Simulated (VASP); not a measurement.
Runs of VASP 6.6.1 on GaP. The structure is that of space group P4/mmm (No. 123), or close to it. The cells are those of the table. 

```csv
level,cell,k mesh,cutoff (eV),smearing,grid for exact exchange (PRECFOCK),gap on the mesh (eV),pressure (GPa)
PBE,"a = 3.386, b = 3.386, c = 2.745 Å, 2 atoms",8 × 8 × 9,500,fermi-dirac 0.05 eV,-,none,5.1
PBE,"a = 3.410, b = 3.410, c = 2.765 Å, 2 atoms",8 × 8 × 9,520,fermi-dirac 0.05 eV,-,none,3.2
PBE,"a = 3.524, b = 3.524, c = 2.858 Å, 2 atoms",8 × 8 × 9,500,fermi-dirac 0.05 eV,-,none,-3.9
PBE,"a = 3.524, b = 3.524, c = 2.858 Å, 2 atoms",8 × 8 × 9,520,fermi-dirac 0.05 eV,-,none,-3.9
PBE,"a = 3.433, b = 3.433, c = 2.784 Å, 2 atoms",8 × 8 × 9,500,fermi-dirac 0.05 eV,-,none,(b)
HF,"a = 3.490, b = 3.490, c = 3.009 Å, 2 atoms",4 × 4 × 5,520,fermi-dirac 0.05 eV,Normal,none,-1.5
PBE,"a = 3.457, b = 3.457, c = 2.803 Å, 2 atoms",5 × 5 × 5,520,fermi-dirac 0.03 eV,-,none,(a)
```

Alike in all rows: task single point; potentials or basis VASP PAW PBE potentials, release 64 (Ga_d, P); no spin polarisation.

Estimate the missing entries.

(a) 0.8; (b) 1.4.

Caveats: some runs use coarse meshes; the PAW data sets were made with another functional, which shifts forces and pressure a little (some runs).

A k mesh can miss the band edges, and the runs leave out spin-orbit coupling on Ga.

A gap of «none» marks levels without a gap at the run's occupations.
